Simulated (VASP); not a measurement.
# SiB6 in VASP: notebook

SiB6 is run at these levels: LDA; tasks: single point.

Everything below comes from runs of VASP 6.6.1. Logs are shortened: lines on timing, memory, paths and dates and some standing lists are left out, and cuts for length are marked.

## (1) The cell of the first run

The structure is cubic, space group Pm-3m (No. 221). The conventional cell has a = 4.088 Å, b = 4.088 Å, c = 4.088 Å, α = 90.00°, β = 90.00°, γ = 90.00°. Si (site symmetry m-3m) has 24 B at 3.02 Å and 6 Si at 4.09 Å within 4.1 Å. B (site symmetry 4mm) has 5 B at 1.68 to 1.72 Å within 2.2 Å.

## (2) Single point, LDA

Input file INCAR:

```
SYSTEM = SiB6
PREC = Accurate
ENCUT = 520
EDIFF = 1E-6
ISMEAR = 0
SIGMA = 0.02
LREAL = .False.
LASPH = .True.
NELM = 60
ALGO = Normal
ISIF = 2
LWAVE = .False.
LCHARG = .True.
GGA = CA
LELF = .True.
LVHAR = .True.
NBANDS = 20
```

Input file KPOINTS:

```
regular mesh
0
Gamma
  8 8 8
  0 0 0
```

Input file POSCAR:

```
SiB6
1.0
    4.0882799759      0.0000000000      0.0000000000
    0.0000000000      4.0882799759      0.0000000000
    0.0000000000      0.0000000000      4.0882799759
Si B
1 6
Direct
    0.0000000000      0.0000000000      0.0000000000
    0.5000000000      0.5000000000      0.7900000000
    0.5000000000      0.5000000000      0.2100000000
    0.5000000000      0.7900000000      0.5000000000
    0.7900000000      0.5000000000      0.5000000000
    0.5000000000      0.2100000000      0.5000000000
    0.2100000000      0.5000000000      0.5000000000
```

Potentials or basis: VASP PAW LDA potentials, release 64 (Si, B).

Run with:

```console
> cat potpaw_LDA.64/Si/POTCAR potpaw_LDA.64/B/POTCAR > POTCAR
> mpirun -np 1 vasp_std > vasp.out
```

OUTCAR:

```text
SYSTEM = SiB6
   PREC = Accurate
   ENCUT = 520
   EDIFF = 1E-6
   ISMEAR = 0
   LREAL = .False.
   LASPH = .True.
   NELM = 60
   ISIF = 2
   GGA = CA

 ion  position               nearest neighbor table
   1  0.000  0.000  0.000-
   2  0.500  0.500  0.790-   4 1.68   5 1.68   6 1.68   7 1.68   3 1.72
   3  0.500  0.500  0.210-   4 1.68   5 1.68   6 1.68   7 1.68   2 1.72
   4  0.500  0.790  0.500-   2 1.68   3 1.68   5 1.68   7 1.68   6 1.72
   5  0.790  0.500  0.500-   2 1.68   3 1.68   4 1.68   6 1.68   7 1.72
   6  0.500  0.210  0.500-   2 1.68   3 1.68   5 1.68   7 1.68   4 1.72
   7  0.210  0.500  0.500-   2 1.68   3 1.68   4 1.68   6 1.68   5 1.72

  LATTYP: Found a simple cubic cell.
 ALAT       =     4.0882799759

  Lattice vectors:

 A1 = (   4.0882799759,   0.0000000000,   0.0000000000)
 A2 = (   0.0000000000,   4.0882799759,   0.0000000000)
 A3 = (   0.0000000000,   0.0000000000,   4.0882799759)

Analysis of symmetry for initial positions (statically):
=====================================================================
 Subroutine PRICEL returns:
 Original cell was already a primitive cell.

 Routine SETGRP: Setting up the symmetry group for a
 simple cubic supercell.

 Subroutine GETGRP returns: Found 48 space group operations
 (whereof 48 operations were pure point group operations)
 out of a pool of 48 trial point group operations.

The static configuration has the point symmetry O_h .

Analysis of symmetry for dynamics (positions and initial velocities):
=====================================================================
 Subroutine PRICEL returns:
 Original cell was already a primitive cell.

 Routine SETGRP: Setting up the symmetry group for a
 simple cubic supercell.

 Subroutine GETGRP returns: Found 48 space group operations
 (whereof 48 operations were pure point group operations)
 out of a pool of 48 trial point group operations.

The dynamic configuration has the point symmetry O_h .

 Subroutine INISYM returns: Found 48 space group operations
 (whereof 48 operations are pure point group operations),
 and found     1 'primitive' translations

----------------------------------------------------------------------------------------

                                     Primitive cell

  volume of cell :      68.3316

  direct lattice vectors                    reciprocal lattice vectors
     4.088279976  0.000000000  0.000000000     0.244601643  0.000000000  0.000000000
     0.000000000  4.088279976  0.000000000     0.000000000  0.244601643  0.000000000
     0.000000000  0.000000000  4.088279976     0.000000000  0.000000000  0.244601643

  length of vectors
     4.088279976  4.088279976  4.088279976     0.244601643  0.244601643  0.244601643

  position of ions in fractional coordinates (direct lattice)
     0.000000000  0.000000000  0.000000000
     0.500000000  0.500000000  0.790000000
     0.500000000  0.500000000  0.210000000
     0.500000000  0.790000000  0.500000000
     0.790000000  0.500000000  0.500000000
     0.500000000  0.210000000  0.500000000
     0.210000000  0.500000000  0.500000000

  ion indices of the primitive-cell ions
   primitive index   ion index
                 1           1
                 2           2
                 3           3
                 4           4
                 5           5
                 6           6
                 7           7

----------------------------------------------------------------------------------------

 KPOINTS: regular mesh

Automatic generation of k-mesh.
 Grid dimensions read from file:
 generate k-points for:    8    8    8

 Generating k-lattice:

  Cartesian coordinates                     Fractional coordinates (reciprocal lattice)
     0.030575205  0.000000000  0.000000000     0.125000000  0.000000000  0.000000000
     0.000000000  0.030575205  0.000000000     0.000000000  0.125000000  0.000000000
     0.000000000  0.000000000  0.030575205     0.000000000  0.000000000  0.125000000

  Length of vectors
     0.030575205  0.030575205  0.030575205

  Shift w.r.t. Gamma in fractional coordinates (k-lattice)
     0.000000000  0.000000000  0.000000000

 Subroutine IBZKPT returns following result:
 ===========================================

 Found     35 irreducible k-points:

 Following reciprocal coordinates:
            Coordinates               Weight
  0.000000  0.000000  0.000000      1.000000
  0.125000  0.000000  0.000000      6.000000
  0.250000  0.000000  0.000000      6.000000
  0.375000  0.000000  0.000000      6.000000
  0.500000  0.000000  0.000000      3.000000
  0.125000  0.125000  0.000000     12.000000
[... 16 lines left out ...]
  0.375000  0.375000  0.125000     24.000000
  0.500000  0.375000  0.125000     24.000000
 [... further k-points ...]
   k-points           NKPTS =     35   k-points in BZ     NKDIM =     35   number of bands    NBANDS=     20
   number of dos      NEDOS =    301   number of ions     NIONS =      7
   total plane-waves  NPLWV =  27000
   dimension x,y,z NGX =    30 NGY =   30 NGZ =   30
   dimension x,y,z NGXF=    60 NGYF=   60 NGZF=   60
   ions per type =               1   6
   NGX,Y,Z   is equivalent  to a cutoff of  12.20, 12.20, 12.20 a.u.
   NGXF,Y,Z  is equivalent  to a cutoff of  24.40, 24.40, 24.40 a.u.
 SYSTEM =  SiB6
   PREC   = accura    normal or accurate (medium, high low for compatibility)
   ISTART =      0    job   : 0-new  1-cont  2-samecut
   ICHARG =      2    charge: 1-file 2-atom 10-const
   ISPIN  =      1    spin polarized calculation?
   LNONCOLLINEAR =      F non collinear calculations
   LSORBIT =      F    spin-orbit coupling
   LASPH  =      T    aspherical Exc in radial PAW
   ENCUT  =  520.0 eV  38.22 Ry    6.18 a.u.   7.60  7.60  7.60*2*pi/ulx,y,z
   NELM   =     60;   NELMIN=  2; NELMDL= -5     # of ELM steps
   EDIFF  = 0.1E-05   stopping-criterion for ELM
   LREAL  =      F    real-space projection
   EDIFFG = 0.1E-04   stopping-criterion for IOM
   NSW    =      0    number of steps for IOM
   IBRION =     -1    ionic relax: 0-MD 1-quasi-New 2-CG
   NFREE  =      0    steps in history (QN), initial steepest desc. (CG)
   ISIF   =      2    stress and relaxation
   ISYM   =      2    0-nonsym 1-usesym 2-fastsym
   POTIM  = 0.5000    time-step for ionic-motion
   TEBEG  =    0.0;   TEEND  =   0.0 temperature during run
   PSTRESS=    0.0 pullay stress
   NELECT =      22.0000    total number of electrons
   NUPDOWN=      -1.0000    fix difference up-down
   EMIN   =  10.00;   EMAX   =-10.00  energy-range for DOS
   EFERMI =   0.00;   METHOD = LEGACY
   ISMEAR =     0;   SIGMA  =   0.02  broadening in eV -4-tet -1-fermi 0-gaus
   EFERMI_NEDOS =   21; number of points for ismear=-14 and -15
   IALGO  =     38    algorithm
   IMIX   =      4    mixing-type and parameters
     AMIX     =   0.40;   BMIX     =  1.00
     AMIX_MAG =   1.60;   BMIX_MAG =  1.00
  volume/ion in A,a.u.               =       9.76        65.87
  Fermi-wavevector in a.u.,A,eV,Ry     =   1.122040  2.120349 17.129385  1.258974
  Thomas-Fermi vector in A             =   2.258698
   LORBIT       =      0    0 simple, 1 ext, 2 COOP (PROOUT), +10 PAW based schemes
   GGA     = CA    functional components
   LHFCALC =     F    Hartree Fock is set to
   AEXX    =    0.0000 exact exchange contribution
   IVDW    =     0    specifies the selected vdW correction
   LEPSILON=     F    determine dielectric tensor
   LRPA    =     F    only Hartree local field effects (RPA)
 non-spin polarized calculation
 Gauss-broadening in eV      SIGMA  =   0.02
  energy-cutoff  :      520.00
  volume of cell :       68.33
 maximum number of plane-waves:      1856
   NGX = 15   NGY = 15   NGZ = 15

 number of electron      21.9999999 magnetization

 Free energy of the ion-electron system (eV)
  ---------------------------------------------------
  ext. energy  EPLUGINS =         0.00000000
  ---------------------------------------------------
  free energy    TOTEN  =       -47.08297745 eV

  energy without entropy =      -47.08297745  energy(sigma->0) =      -47.08297745

 E-fermi :   5.1348     XC(G=0): -10.7721

 val. band max:        5.0148546219   @ k =   0.5000   0.0000   0.0000
 cond. band min:       5.5408440750   @ k =   0.5000   0.5000   0.0000
 fundamental gap:      0.5259894532
 Fermi energy:         5.1347559873

 k-point     1 :       0.0000    0.0000    0.0000
  band No.  band energies     occupation
      1      -9.9452      2.00000
      2      -3.8702      2.00000
      3      -1.8532      2.00000
      4      -1.8532      2.00000
      5      -1.8532      2.00000
      6       0.6543      2.00000
[... 12 lines left out ...]
     19      11.9905      0.00000
     20      16.1692      0.00000

 k-point     2 :       0.1250    0.0000    0.0000
  band No.  band energies     occupation
      1      -9.8966      2.00000
      2      -4.1044      2.00000
      3      -1.9121      2.00000
      4      -1.7703      2.00000
      5      -1.7703      2.00000
      6       0.7030      2.00000
[... 12 lines left out ...]
     19      12.7337      0.00000
     20      15.1387      0.00000

 k-point     3 :       0.2500    0.0000    0.0000
  band No.  band energies     occupation
      1      -9.7702      2.00000
      2      -4.6430      2.00000
      3      -1.8548      2.00000
      4      -1.5426      2.00000
      5      -1.5426      2.00000
      6       0.8287      2.00000
[... 12 lines left out ...]
     19      14.2415      0.00000
     20      14.6329      0.00000

 k-point     4 :       0.3750    0.0000    0.0000
  band No.  band energies     occupation
      1      -9.6283      2.00000
      2      -5.1404      2.00000
      3      -1.6469      2.00000
      4      -1.2550      2.00000
      5      -1.2550      2.00000
      6       0.6612      2.00000
[... 12 lines left out ...]
     19      14.3168      0.00000
     20      14.8769      0.00000

 k-point     5 :       0.5000    0.0000    0.0000
  band No.  band energies     occupation
      1      -9.5637      2.00000
      2      -5.3380      2.00000
      3      -1.5141      2.00000
      4      -1.1064      2.00000
      5      -1.1064      2.00000
      6       0.3997      2.00000
[... 12 lines left out ...]
     19      14.0933      0.00000
     20      14.6305      0.00000

 k-point     6 :       0.1250    0.1250    0.0000
  band No.  band energies     occupation
      1      -9.8496      2.00000
      2      -4.2219      2.00000
      3      -2.3691      2.00000
      4      -1.6879      2.00000
      5      -1.3664      2.00000
      6       1.0097      2.00000
[... 12 lines left out ...]
     19      13.1177      0.00000
     20      14.3039      0.00000

 k-point     7 :       0.2500    0.1250    0.0000
  band No.  band energies     occupation
      1      -9.7278      2.00000
      2      -4.6049      2.00000
      3      -2.5493      2.00000
      4      -1.4617      2.00000
      5      -1.0216      2.00000
      6       0.8142      2.00000
[... 12 lines left out ...]
     19      13.8792      0.00000
     20      13.9667      0.00000
[... 277 lines left out ...]
 k-point    20 :       0.2500    0.2500    0.1250
  band No.  band energies     occupation
      1      -9.5818      2.00000
      2      -4.5252      2.00000
      3      -3.0627      2.00000
      4      -2.0550      2.00000
      5      -0.1447      2.00000
      6       0.2896      2.00000
[... 12 lines left out ...]
     19      13.8995      0.00000
     20      14.7209      0.00000

 k-point    21 :       0.3750    0.2500    0.1250
  band No.  band energies     occupation
      1      -9.4665      2.00000
      2      -4.6601      2.00000
      3      -3.1533      2.00000
      4      -1.8032      2.00000
      5      -0.8994      2.00000
      6       0.6150      2.00000
[... 12 lines left out ...]
     19      14.1995      0.00000
     20      14.6120      0.00000

 k-point    22 :       0.5000    0.2500    0.1250
  band No.  band energies     occupation
      1      -9.4152      2.00000
      2      -4.7705      2.00000
      3      -3.0482      2.00000
      4      -1.6640      2.00000
      5      -1.2652      2.00000
      6       0.7438      2.00000
[... 12 lines left out ...]
     19      14.3441      0.00000
     20      15.2256      0.00000

 k-point    23 :       0.3750    0.3750    0.1250
  band No.  band energies     occupation
      1      -9.3694      2.00000
      2      -4.3228      2.00000
      3      -3.6003      2.00000
      4      -1.7959      2.00000
      5      -1.5938      2.00000
      6       0.9078      2.00000
[... 12 lines left out ...]
     19      14.2187      0.00000
     20      14.9163      0.00000

 k-point    24 :       0.5000    0.3750    0.1250
  band No.  band energies     occupation
      1      -9.3267      2.00000
      2      -4.2392      2.00000
      3      -3.5887      2.00000
      4      -2.2656      2.00000
      5      -1.4776      2.00000
      6       1.0189      2.00000
[... 12 lines left out ...]
     19      14.0031      0.00000
     20      14.5129      0.00000

 [... further k-points ...]
[... 5 lines left out ...]
  --------------------------------------------------------------------------------------
  -------------------------------------------------------------------------------------
  Total        1.3926170      1.3926170      1.3926170     -0.0000000      0.0000000     -0.0000000
  in kB       32.6527976     32.6527976     32.6527976     -0.0000000      0.0000000     -0.0000000
  external PRESSURE =      32.6527976 kB  Pullay stress =       0.0000000 kB

 VOLUME and BASIS-vectors are now :
 -----------------------------------------------------------------------------
  energy-cutoff  :      520.00
  volume of cell :       68.33
      direct lattice vectors                 reciprocal lattice vectors
     4.088279976  0.000000000  0.000000000     0.244601643  0.000000000  0.000000000
     0.000000000  4.088279976  0.000000000     0.000000000  0.244601643  0.000000000
     0.000000000  0.000000000  4.088279976     0.000000000  0.000000000  0.244601643

 POSITION                                       TOTAL-FORCE (eV/Angst)
 -----------------------------------------------------------------------------------
      0.00000      0.00000      0.00000         0.000000      0.000000     -0.000000
      2.04414      2.04414      3.22974        -0.000000      0.000000      2.710607
      2.04414      2.04414      0.85854         0.000000     -0.000000     -2.710607
      2.04414      3.22974      2.04414         0.000000      2.710607      0.000000
      3.22974      2.04414      2.04414         2.710607      0.000000      0.000000
      2.04414      0.85854      2.04414        -0.000000     -2.710607     -0.000000
      0.85854      2.04414      2.04414        -2.710607     -0.000000     -0.000000
 -----------------------------------------------------------------------------------
    total drift:                               -0.000000      0.000000     -0.000000

  FREE ENERGIE OF THE ION-ELECTRON SYSTEM (eV)
  ---------------------------------------------------
  free  energy   TOTEN  =       -47.0829774478 eV

  energy  without entropy=      -47.0829774478  energy(sigma->0) =      -47.08297745
```

It took 64 s on 1 thread of Intel Xeon 8259CL, shared host; peak memory 0.16 GiB.

Results:

```
Free energy            : -47.0830 eV
Pressure               : 3.3 GPa
Largest force          : 2.711 eV/Å
Band gap on the k mesh : 0.53 eV (least direct gap 1.35 eV)
```

Forces on the atoms (eV/Å):
```
Si   0.000  0.000  0.000
B    0.000  0.000  2.711
B    0.000  0.000 -2.711
B    0.000  2.711  0.000
B    2.711  0.000  0.000
B    0.000 -2.711  0.000
B   -2.711  0.000  0.000
```

Caveat: the cell stands under pressure; forces of over 1 eV/Å act on the atoms, so gaps and moduli don't describe the material at rest. A k mesh can miss the band edges.

(Continued in part 2 of 2.)
